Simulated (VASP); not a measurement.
A run of VASP 6.6.1:

Contents of INCAR:

```
SYSTEM = C
  PREC = Accurate
  ENCUT = 520
  EDIFF = 1E-6
  ISMEAR = -1
  SIGMA = 0.2241
  LREAL = Auto
  LASPH = .TRUE.
  NELM = 60
  ALGO = Normal
  ISIF = 2
  LWAVE = .FALSE.
  LCHARG = .TRUE.
  GGA = PS
  LELF = .TRUE.
  LVHAR = .TRUE.
  NBANDS = 46
```

The input KPOINTS:

```
Automatic mesh
0
Gamma
  2 2 2
  0.5 0.5 0.5
```

POSCAR

```
C
1.0
    0.0000000000      3.6819367158     -3.6819367158
   -3.6819367158      0.0000000000     -3.6819367158
   -3.6819367158      3.6819367158      0.0000000000
C
16
Direct
    0.6203898047      0.5989589638      0.2478122441
    0.1578936698      0.6044958596      0.2399374482
    0.6879435187      0.0667894423      0.2396376060
    0.1555984104      0.1050391492      0.2153378945
    0.6864756771      0.5675244202      0.7449389307
    0.1955263101      0.5870903459      0.7328188147
    0.6594111163      0.0683194795      0.7543709233
    0.1747008571      0.0701412110      0.7182889615
    0.7989993384      0.2323882962      0.3548018613
    0.3304607314      0.2059156793      0.3490859836
    0.7928114265      0.7136737274      0.3485077553
    0.2624871296      0.7320793941      0.3668786577
    0.8010553216      0.1979393065      0.8689570862
    0.3021655683      0.1881964720      0.8454785457
    0.7955288822      0.7093033372      0.8813760937
    0.3202052591      0.7072100096      0.8484226485
```

Potentials or basis: VASP PAW PBE potentials, release 64 (C).

The run is started by

```sh
$ cat potpaw_PBE.64/C/POTCAR > POTCAR
$ mpirun -np 1 vasp_std > vasp.out
```

Hardware: 1 thread of Intel(R) Xeon(R) 6975P-C (Granite Rapids), on a shared host.

**Question.** How long does it take, and how much memory?

**Answer.** Wall time 50 s on 1 thread of Intel(R) Xeon(R) 6975P-C (Granite Rapids), on a shared host, peak memory 0.24 GiB. Counts: scf iterations 13, k points 16.
